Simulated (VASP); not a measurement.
# KF (R-3m) in VASP: a series of runs

KF is run at these levels: LDA; tasks: single point.

Program: VASP 6.6.1. These are calculated values, not measurements. Logs are shortened: lines on timing, memory, paths and dates and some standing lists are left out, and cuts for length are marked.

**1. The cell of the first run**

It takes space group R-3m (No. 166, trigonal). The conventional cell has a = 3.709 Å, b = 3.709 Å, c = 8.942 Å, α = 90.00°, β = 90.00°, γ = 120.00°. K (site symmetry -3m) has 6 F at 2.61 Å within 3.4 Å. F (site symmetry -3m) has 6 K at 2.61 Å within 3.4 Å.

**2. Single point, LDA**

Contents of INCAR:

```
SYSTEM = KF
PREC = Accurate
ENCUT = 520
EDIFF = 1E-6
ISMEAR = 0
SIGMA = 0.05
LREAL = .FALSE.
LASPH = .TRUE.
NELM = 80
ALGO = Normal
ISIF = 2
LWAVE = .FALSE.
LCHARG = .FALSE.
NBANDS = 15
```

Contents of KPOINTS:

```
Automatic mesh
0
G
  8 8 8
  0 0 0
```

Contents of POSCAR:

```
KF
1.0
   -0.0278034672      2.5951651340      2.5951651340
    2.5951651340     -0.0278034672      2.5951651340
    2.5951651340      2.5951651340     -0.0278034672
K F
1 1
Direct
    0.0000000000      0.0000000000      0.0000000000
    0.5000000000      0.5000000000      0.5000000000
```

Potentials or basis: VASP PAW LDA potentials, release 64 (K_sv, F).

On the command line:

```bash
$ cat potpaw_LDA.64/K_sv/POTCAR potpaw_LDA.64/F/POTCAR > POTCAR
$ mpirun -np 1 vasp_std > vasp.out
```

OUTCAR:

```text
SYSTEM = KF
   PREC = Accurate
   ENCUT = 520
   EDIFF = 1E-6
   ISMEAR = 0
   LREAL = .FALSE.
   LASPH = .TRUE.
   NELM = 80
   ISIF = 2

 ion  position               nearest neighbor table
   1  0.000  0.000  0.000-   2 2.61   2 2.61   2 2.61   2 2.61   2 2.61   2 2.61
   2  0.500  0.500  0.500-   1 2.61   1 2.61   1 2.61   1 2.61   1 2.61   1 2.61

  LATTYP: Found a trigonal (rhomboedric) cell.
 ALAT       =     3.6702230420
 COS(alpha) =     0.4892583576

  Lattice vectors:

 A1 = (  -0.0278034672,   2.5951651340,   2.5951651340)
 A2 = (   2.5951651340,  -0.0278034672,   2.5951651340)
 A3 = (   2.5951651340,   2.5951651340,  -0.0278034672)

Analysis of symmetry for initial positions (statically):
=====================================================================
 Subroutine PRICEL returns:
 Original cell was already a primitive cell.

 Routine SETGRP: Setting up the symmetry group for a
 trigonal (rhombohedral) supercell.

 Subroutine GETGRP returns: Found 12 space group operations
 (whereof 12 operations were pure point group operations)
 out of a pool of 12 trial point group operations.

The static configuration has the point symmetry D_3d.

Analysis of symmetry for dynamics (positions and initial velocities):
=====================================================================
 Subroutine PRICEL returns:
 Original cell was already a primitive cell.

 Routine SETGRP: Setting up the symmetry group for a
 trigonal (rhombohedral) supercell.

 Subroutine GETGRP returns: Found 12 space group operations
 (whereof 12 operations were pure point group operations)
 out of a pool of 12 trial point group operations.

The dynamic configuration has the point symmetry D_3d.

 Subroutine INISYM returns: Found 12 space group operations
 (whereof 12 operations are pure point group operations),
 and found     1 'primitive' translations

----------------------------------------------------------------------------------------

                                     Primitive cell

  volume of cell :      35.5180

  direct lattice vectors                    reciprocal lattice vectors
    -0.027803467  2.595165134  2.595165134    -0.189597079  0.191650337  0.191650337
     2.595165134 -0.027803467  2.595165134     0.191650337 -0.189597079  0.191650337
     2.595165134  2.595165134 -0.027803467     0.191650337  0.191650337 -0.189597079

  length of vectors
     3.670223042  3.670223042  3.670223042     0.330766920  0.330766920  0.330766920

  position of ions in fractional coordinates (direct lattice)
     0.000000000  0.000000000  0.000000000
     0.500000000  0.500000000  0.500000000

  ion indices of the primitive-cell ions
   primitive index   ion index
                 1           1
                 2           2

----------------------------------------------------------------------------------------

 KPOINTS: Automatic mesh

Automatic generation of k-mesh.
 Grid dimensions read from file:
 generate k-points for:    8    8    8

 Generating k-lattice:

  Cartesian coordinates                     Fractional coordinates (reciprocal lattice)
    -0.023699635  0.023956292  0.023956292     0.125000000 -0.000000000 -0.000000000
     0.023956292 -0.023699635  0.023956292    -0.000000000  0.125000000 -0.000000000
     0.023956292  0.023956292 -0.023699635    -0.000000000 -0.000000000  0.125000000

  Length of vectors
     0.041345865  0.041345865  0.041345865

  Shift w.r.t. Gamma in fractional coordinates (k-lattice)
     0.000000000  0.000000000  0.000000000

 Subroutine IBZKPT returns following result:
 ===========================================

 Found     65 irreducible k-points:

 Following reciprocal coordinates:
            Coordinates               Weight
  0.000000  0.000000  0.000000      1.000000
  0.125000 -0.000000 -0.000000      6.000000
  0.250000 -0.000000 -0.000000      6.000000
  0.375000 -0.000000 -0.000000      6.000000
  0.500000 -0.000000 -0.000000      3.000000
  0.125000  0.125000 -0.000000      6.000000
[... 16 lines left out ...]
  0.250000  0.125000  0.125000      6.000000
  0.375000  0.125000  0.125000      6.000000
 [... further k-points ...]
   k-points           NKPTS =     65   k-points in BZ     NKDIM =     65   number of bands    NBANDS=     15
   number of dos      NEDOS =    301   number of ions     NIONS =      2
   total plane-waves  NPLWV =  21952
   dimension x,y,z NGX =    28 NGY =   28 NGZ =   28
   dimension x,y,z NGXF=    56 NGYF=   56 NGZF=   56
   ions per type =               1   1
   NGX,Y,Z   is equivalent  to a cutoff of  12.68, 12.68, 12.68 a.u.
   NGXF,Y,Z  is equivalent  to a cutoff of  25.37, 25.37, 25.37 a.u.
 SYSTEM =  KF
   PREC   = accura    normal or accurate (medium, high low for compatibility)
   ISTART =      0    job   : 0-new  1-cont  2-samecut
   ICHARG =      2    charge: 1-file 2-atom 10-const
   ISPIN  =      1    spin polarized calculation?
   LNONCOLLINEAR =      F non collinear calculations
   LSORBIT =      F    spin-orbit coupling
   LASPH  =      T    aspherical Exc in radial PAW
   ENCUT  =  520.0 eV  38.22 Ry    6.18 a.u.   6.82  6.82  6.82*2*pi/ulx,y,z
   NELM   =     80;   NELMIN=  2; NELMDL= -5     # of ELM steps
   EDIFF  = 0.1E-05   stopping-criterion for ELM
   LREAL  =      F    real-space projection
   EDIFFG = 0.1E-04   stopping-criterion for IOM
   NSW    =      0    number of steps for IOM
   IBRION =     -1    ionic relax: 0-MD 1-quasi-New 2-CG
   NFREE  =      0    steps in history (QN), initial steepest desc. (CG)
   ISIF   =      2    stress and relaxation
   ISYM   =      2    0-nonsym 1-usesym 2-fastsym
   POTIM  = 0.5000    time-step for ionic-motion
   TEBEG  =    0.0;   TEEND  =   0.0 temperature during run
   PSTRESS=    0.0 pullay stress
   NELECT =      16.0000    total number of electrons
   NUPDOWN=      -1.0000    fix difference up-down
   EMIN   =  10.00;   EMAX   =-10.00  energy-range for DOS
   EFERMI =   0.00;   METHOD = LEGACY
   ISMEAR =     0;   SIGMA  =   0.05  broadening in eV -4-tet -1-fermi 0-gaus
   EFERMI_NEDOS =   21; number of points for ismear=-14 and -15
   IALGO  =     38    algorithm
   IMIX   =      4    mixing-type and parameters
     AMIX     =   0.40;   BMIX     =  1.00
     AMIX_MAG =   1.60;   BMIX_MAG =  1.00
  volume/ion in A,a.u.               =      17.76       119.84
  Fermi-wavevector in a.u.,A,eV,Ry     =   1.254966  2.371542 21.428358  1.574940
  Thomas-Fermi vector in A             =   2.388746
   LORBIT       =      0    0 simple, 1 ext, 2 COOP (PROOUT), +10 PAW based schemes
   GGA     = CA    functional components
   LHFCALC =     F    Hartree Fock is set to
   AEXX    =    0.0000 exact exchange contribution
   IVDW    =     0    specifies the selected vdW correction
   LEPSILON=     F    determine dielectric tensor
   LRPA    =     F    only Hartree local field effects (RPA)
 non-spin polarized calculation
 Gauss-broadening in eV      SIGMA  =   0.05
  energy-cutoff  :      520.00
  volume of cell :       35.52
 maximum number of plane-waves:       970
   NGX = 13   NGY = 13   NGZ = 13

 number of electron      16.0000009 magnetization

 Free energy of the ion-electron system (eV)
  ---------------------------------------------------
  ext. energy  EPLUGINS =         0.00000000
  ---------------------------------------------------
  free energy    TOTEN  =        -9.06912386 eV

  energy without entropy =       -9.06912386  energy(sigma->0) =       -9.06912386

 E-fermi :  -2.7030     XC(G=0):  -9.4599

 val. band max:       -3.0163641626   @ k =   0.0000   0.0000   0.0000
 cond. band min:       3.1401398073   @ k =   0.0000   0.0000   0.0000
 fundamental gap:      6.1565039699
 Fermi energy:        -2.7030259135

 k-point     1 :       0.0000    0.0000    0.0000
  band No.  band energies     occupation
      1     -28.4803      2.00000
      2     -21.2805      2.00000
      3     -11.8929      2.00000
      4     -11.8929      2.00000
      5     -11.8803      2.00000
      6      -3.0311      2.00000
      7      -3.0311      2.00000
      8      -3.0164      2.00000
      9       3.1401      0.00000
     10       7.6100      0.00000
     11       7.6100      0.00000
     12       7.7947      0.00000
     13       9.5104      0.00000
     14       9.5104      0.00000
     15      13.7938      0.00000

 k-point     2 :       0.1250   -0.0000   -0.0000
  band No.  band energies     occupation
      1     -28.4596      2.00000
      2     -21.3018      2.00000
      3     -11.9403      2.00000
      4     -11.8981      2.00000
      5     -11.8888      2.00000
      6      -3.1966      2.00000
      7      -3.0975      2.00000
      8      -3.0820      2.00000
      9       3.6064      0.00000
     10       7.3547      0.00000
     11       7.8367      0.00000
     12       8.0084      0.00000
     13       9.6819      0.00000
     14       9.6850      0.00000
     15      14.6409      0.00000

 k-point     3 :       0.2500   -0.0000   -0.0000
  band No.  band energies     occupation
      1     -28.4089      2.00000
      2     -21.3541      2.00000
      3     -12.0568      2.00000
      4     -11.9103      2.00000
      5     -11.9054      2.00000
      6      -3.5460      2.00000
      7      -3.2535      2.00000
      8      -3.2325      2.00000
      9       4.7400      0.00000
     10       7.0111      0.00000
     11       8.4078      0.00000
     12       8.5858      0.00000
     13      10.1972      0.00000
     14      10.2135      0.00000
     15      15.9826      0.00000

 k-point     4 :       0.3750   -0.0000   -0.0000
  band No.  band energies     occupation
      1     -28.3572      2.00000
      2     -21.4076      2.00000
      3     -12.1717      2.00000
      4     -11.9222      2.00000
      5     -11.9216      2.00000
      6      -3.8452      2.00000
      7      -3.4042      2.00000
      8      -3.3776      2.00000
      9       5.7764      0.00000
     10       7.2224      0.00000
     11       8.9730      0.00000
     12       9.1460      0.00000
     13      11.0693      0.00000
     14      11.1141      0.00000
     15      14.7713      0.00000
[... 307 lines left out ...]
 k-point    22 :       0.1250    0.1250    0.1250
  band No.  band energies     occupation
      1     -28.4585      2.00000
      2     -21.3007      2.00000
      3     -11.9349      2.00000
      4     -11.9001      2.00000
      5     -11.9001      2.00000
      6      -3.1866      2.00000
      7      -3.0999      2.00000
      8      -3.0999      2.00000
      9       3.6221      0.00000
     10       7.4674      0.00000
     11       7.8565      0.00000
     12       7.8565      0.00000
     13       9.6732      0.00000
     14       9.6732      0.00000
     15      14.7054      0.00000

 k-point    23 :       0.2500    0.1250    0.1250
  band No.  band energies     occupation
      1     -28.4276      2.00000
      2     -21.3287      2.00000
      3     -11.9864      2.00000
      4     -11.9751      2.00000
      5     -11.8840      2.00000
      6      -3.4357      2.00000
      7      -3.2411      2.00000
      8      -3.0657      2.00000
      9       4.2879      0.00000
     10       7.0113      0.00000
     11       8.1053      0.00000
     12       8.4927      0.00000
     13       9.9332      0.00000
     14       9.9421      0.00000
     15      15.7928      0.00000

 k-point    24 :       0.3750    0.1250    0.1250
  band No.  band energies     occupation
      1     -28.3774      2.00000
      2     -21.3736      2.00000
      3     -12.1160      2.00000
      4     -12.0201      2.00000
      5     -11.8967      2.00000
      6      -3.6982      2.00000
      7      -3.3862      2.00000
      8      -3.1575      2.00000
      9       5.3929      0.00000
     10       6.7884      0.00000
     11       8.7099      0.00000
     12       8.9964      0.00000
     13      10.4052      0.00000
     14      10.7806      0.00000
     15      15.7143      0.00000

 [... further k-points ...]

------------------------ aborting loop because EDIFF is reached ----------------------------------------

  FORCE on cell =-STRESS in cart. coord.  units (eV):
  Direction    XX          YY          ZZ          XY          YZ          ZX
  --------------------------------------------------------------------------------------
  -------------------------------------------------------------------------------------
  Total       -0.2472011     -0.2472011     -0.2472011      0.0321677      0.0321677      0.0321677
  in kB      -11.1509660    -11.1509660    -11.1509660      1.4510512      1.4510512      1.4510512
  external PRESSURE =     -11.1509660 kB  Pullay stress =       0.0000000 kB

 VOLUME and BASIS-vectors are now :
 -----------------------------------------------------------------------------
  energy-cutoff  :      520.00
  volume of cell :       35.52
      direct lattice vectors                 reciprocal lattice vectors
    -0.027803467  2.595165134  2.595165134    -0.189597079  0.191650337  0.191650337
     2.595165134 -0.027803467  2.595165134     0.191650337 -0.189597079  0.191650337
     2.595165134  2.595165134 -0.027803467     0.191650337  0.191650337 -0.189597079

 POSITION                                       TOTAL-FORCE (eV/Angst)
 -----------------------------------------------------------------------------------
      0.00000      0.00000      0.00000         0.000000     -0.000000      0.000000
      2.58126      2.58126      2.58126        -0.000000      0.000000     -0.000000
 -----------------------------------------------------------------------------------
    total drift:                                0.000000      0.000000      0.000000

  FREE ENERGIE OF THE ION-ELECTRON SYSTEM (eV)
  ---------------------------------------------------
  free  energy   TOTEN  =        -9.0691238587 eV

  energy  without entropy=       -9.0691238587  energy(sigma->0) =       -9.06912386
```

Run time: 21 s. Hardware: 1 thread of AMD EPYC 7R13 (Zen 3), shared host; peak memory 0.13 GiB.

Results:

```
Free energy            : -9.0691 eV
Pressure               : -1.1 GPa
Band gap on the k mesh : 6.16 eV, direct
```

Levels at points of the mesh, in eV from the valence-band top:
```
           k point  band 4  band 5  band 6  band 7  band 8  band 9  band 10  band 11  band 12  band 13
(0.00, 0.00, 0.00)   -8.88   -8.86   -0.01   -0.01    0.00    6.16    10.63    10.63    10.81    12.53
(0.50, 0.00, 0.00)   -8.91   -8.91   -0.94   -0.45   -0.42    9.05    10.72    12.20    12.37    14.75
(0.50, 0.50, 0.00)   -9.17   -9.15   -0.18   -0.05   -0.04    7.93    10.51    11.96    13.95    14.70
(0.50, 0.50, 0.50)   -8.92   -8.92   -0.94   -0.46   -0.46    9.10    10.79    12.32    12.32    14.80
```

A k mesh can miss the band edges.

**3. Single point, LDA**

This run uses another cell than the first one, of the same volume but with other edges.

Contents of INCAR:

```
PREC     = Accurate       # precision mode
ENCUT    = 520            # plane-wave cutoff, eV
EDIFF    = 1E-6           # SCF threshold, eV
ISMEAR   = 0              # smearing method
SIGMA    = 0.05           # smearing width, eV
LREAL    = False          # projectors in reciprocal space
LASPH    = True           # aspherical terms in the spheres
NELM     = 100            # most SCF steps
ALGO     = Normal         # electronic algorithm
ISIF     = 2              # what is computed and relaxed
LWAVE    = False          # write WAVECAR
LCHARG   = False          # write CHGCAR
NBANDS   = 15             # bands
```

Contents of KPOINTS:

```
Automatic mesh
0
Gamma
  8 8 8
```

Contents of POSCAR:

```
KF
1.0
    0.0843843556      2.6518596787      2.6518596787
    2.6518596787      0.0843843556      2.6518596787
    2.6518596787      2.6518596787      0.0843843556
K F
1 1
Direct
    0.0000000000      0.0000000000      0.0000000000
    0.5000000000      0.5000000000      0.5000000000
```

Potentials or basis: VASP PAW LDA potentials, release 64 (K_sv, F).

On the command line:

```bash
$ cat potpaw_LDA.64/K_sv/POTCAR potpaw_LDA.64/F/POTCAR > POTCAR
$ mpirun -np 1 vasp_std > vasp.out
```

Run time: 21 s. Hardware: 1 thread of AMD EPYC 7R13 (Zen 3), shared host; peak memory 0.13 GiB.

Results (log left out):

- Free energy: -9.0645 eV
- Pressure: -1.2 GPa
- Band gap on the k mesh: 6.14 eV, direct

Stress tensor (GPa, compression positive):
```
-1.16 -0.50 -0.50
-0.50 -1.16 -0.50
-0.50 -0.50 -1.16
```

Levels at points of the mesh, in eV from the valence-band top:
```tsv
k point	band 5	band 6	band 7	band 8	band 9	band 10	band 11	band 12
(0.00, 0.00, 0.00)	-8.88	-0.05	0.00	0.00	6.14	10.33	10.84	10.84
(0.50, 0.00, 0.00)	-8.94	-0.95	-0.52	-0.42	9.08	10.78	12.07	12.54
(0.50, 0.50, 0.00)	-9.15	-0.19	-0.07	-0.04	7.91	10.48	11.95	13.90
(0.50, 0.50, 0.50)	-8.91	-0.95	-0.38	-0.38	8.92	10.59	12.21	12.21
```

**4. Single point, LDA**

Contents of INCAR:

```
PREC = Accurate
ENCUT = 520
EDIFF = 1E-6
ISMEAR = 0
SIGMA = 0.05
LREAL = F
LASPH = T
NELM = 60
ALGO = Normal
ISIF = 2
LWAVE = F
LCHARG = F
GGA = CA
NBANDS = 15
```

Contents of KPOINTS:

```
regular mesh
0
Gamma
  8 8 8
```

Contents of POSCAR:

```
KF
1.0
   -0.0830708143      2.5681253873      2.5681253873
    2.5681253873     -0.0830708143      2.5681253873
    2.5681253873      2.5681253873     -0.0830708143
K F
1 1
Direct
    0.0000000000      0.0000000000      0.0000000000
    0.5000000000      0.5000000000      0.5000000000
```

On the command line:

```bash
$ cat potpaw_LDA.64/K_sv/POTCAR potpaw_LDA.64/F/POTCAR > POTCAR
$ mpirun -np 1 vasp_std > vasp.out
```

Wall time 21 s (1 thread of AMD EPYC 7R13 (Zen 3), shared host); peak memory 0.13 GiB.

Results (log left out):

```yaml
Free_energy: -9.0652 eV
Pressure: -1.2 GPa
Band_gap_on_the_k_mesh: 6.13 eV, direct
```

Stress tensor (GPa, compression positive):
```
-1.16  0.40  0.40
 0.40 -1.16  0.40
 0.40  0.40 -1.16
```

Levels at points of the mesh, in eV from the valence-band top:
| k point | band 4 | band 5 | band 6 | band 7 | band 8 | band 9 | band 10 | band 11 | band 12 | band 13 |
| --- | --- | --- | --- | --- | --- | --- | --- | --- | --- | --- |
| (0.00, 0.00, 0.00) | -8.92 | -8.88 | -0.04 | -0.04 | 0.00 | 6.13 | 10.47 | 10.47 | 11.04 | 12.52 |
| (0.50, 0.00, 0.00) | -8.93 | -8.93 | -0.96 | -0.48 | -0.39 | 8.99 | 10.67 | 11.99 | 12.50 | 14.65 |
| (0.50, 0.50, 0.00) | -9.22 | -9.16 | -0.20 | -0.08 | -0.05 | 7.90 | 10.47 | 11.94 | 13.89 | 14.62 |
| (0.50, 0.50, 0.50) | -8.98 | -8.98 | -0.97 | -0.53 | -0.53 | 9.14 | 10.86 | 12.32 | 12.32 | 14.80 |

**5. Overview**

| cell | gap on the mesh (eV) | pressure (GPa) |
| --- | --- | --- |
| a = 3.670 Å, angles 60.7°, 2 atoms | 6.16 | -1.1 |
| a = 3.751 Å, angles 57.9°, 2 atoms | 6.14 | -1.2 |
| a = 3.633 Å, angles 62.1°, 2 atoms | 6.13 | -1.2 |

Alike in all rows: task single point; level LDA; potentials or basis VASP PAW LDA potentials, release 64 (K_sv, F); no spin polarisation; k mesh 8 × 8 × 8; cutoff (eV) 520; smearing gaussian 0.05 eV.

Total energies depend on the potentials used, so only differences within one code and one set of settings carry meaning.
